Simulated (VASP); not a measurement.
SnO: single point with PBEsol

Crystal: SnO.

```
Sn O
1.0
     3.67150    0.00000    0.00000
     0.00000    3.67150    0.00000
     0.00000    0.00000    5.03490
Sn O
2 2
Direct
  0.00000 0.50000 0.24253
  0.50000 0.00000 0.75747
  0.00000 0.00000 0.00000
  0.50000 0.50000 0.00000
```

```
Program                : VASP 6.6.1
Task                   : single point
Functional             : PBEsol
Potentials or basis    : VASP PAW PBE potentials, release 64 (Sn_d, O)
Cutoff                 : 520 eV
k mesh                 : 10 × 10 × 8
Occupations            : gaussian, width 0.15 eV
Spin                   : no spin polarisation
Dipole correction      : no
Further INCAR settings : ALGO = Normal; EDIFF = 1e-07; NBANDS = 28
```

* Pressure: 2.9 GPa
* Largest force: 0.269 eV/Å
* Band gap on the k mesh: zero (band 20 reaches 7.78 eV, above the bottom of band 21 at 7.24 eV)

Forces in eV/Å, atoms in the order of the input:
```
Sn   0.000  0.000 -0.269
Sn   0.000  0.000  0.269
O    0.000  0.000  0.000
O    0.000  0.000  0.000
```

Stress tensor (GPa, compression positive):
```
 5.74  0.00  0.00
 0.00  5.74  0.00
 0.00  0.00 -2.74
```

Levels at points of the mesh, in eV from the Fermi level:
```csv
k point,band 16,band 17,band 18,band 19,band 20,band 21,band 22,band 23,band 24,band 25
"(0.00, 0.00, 0.00)",-6.51,-3.80,-3.08,-3.08,0.16,2.33,4.04,4.61,4.61,5.39
"(0.50, 0.00, 0.00)",-5.51,-4.95,-4.95,-3.23,-3.23,2.78,2.78,5.98,5.98,6.20
"(0.50, 0.50, 0.00)",-5.69,-2.41,-2.41,-2.25,-2.25,-0.38,-0.38,3.82,3.82,6.58
"(0.00, 0.00, 0.50)",-3.84,-3.44,-3.10,-3.10,-3.06,2.13,2.88,2.88,4.10,7.33
"(0.50, 0.00, 0.50)",-5.77,-4.93,-4.93,-2.18,-2.18,2.07,2.07,5.55,5.55,6.77
"(0.50, 0.50, 0.50)",-6.11,-2.93,-2.93,-2.41,-2.41,1.83,1.83,3.48,3.48,5.61
```

It took 2.4 min on 1 thread of Intel(R) Xeon(R) Platinum 8259CL CPU @ 2.50GHz (Skylake/Cascade Lake) (shared host), peak memory 0.28 GiB.

Caveat: the PAW data sets were made with another functional, which shifts forces and pressure a little; spin-orbit coupling is left out, which moves the levels of the heavy elements.
